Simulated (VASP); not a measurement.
# HfN: single point with r2SCAN

Crystal: HfN.

```
Hf N
1.0
     0.00000    2.23181    2.23181
     2.23181    0.00000    2.23181
     2.23181    2.23181    0.00000
Hf N
1 1
Direct
  0.50000 0.50000 0.50000
  0.00000 0.00000 0.00000
```

This cell differs from its parent crystal: volume scaled by 0.960.

```yaml
Program: VASP 6.6.1
Task: single point
Functional: r2SCAN
Potentials_or_basis: VASP PAW PBE potentials, release 64 (Hf_pv, N)
Cutoff: 520 eV
k_mesh: 12 × 12 × 12
Occupations: gaussian, width 0.05 eV
Spin: no spin polarisation
Dipole_correction: no
Further_INCAR_settings: ALGO = Normal; EDIFF = 1e-06; NBANDS = 14
```

| Property | Result |
| --- | --- |
| Pressure | 9.8 GPa |

Levels at points of the mesh, in eV from the Fermi level:
```csv
k point,band 5,band 6,band 7,band 8,band 9,band 10,band 11,band 12
"(0.00, 0.00, 0.00)",-3.50,-3.50,-3.50,-0.38,-0.38,-0.38,2.08,2.08
"(0.50, 0.00, 0.00)",-9.58,-6.87,-6.87,3.54,3.95,3.95,4.80,9.51
"(0.50, 0.50, 0.00)",-5.95,-4.18,-4.18,-4.08,4.32,5.83,5.83,6.23
```

Run time: 51 s on 1 thread of Intel(R) Xeon(R) 6975P-C (Granite Rapids), with other jobs on the host, peak memory 0.15 GiB.

Caveat: the PAW data sets were made with another functional, which shifts forces and pressure a little; spin-orbit coupling is left out, which moves the levels of the heavy elements.
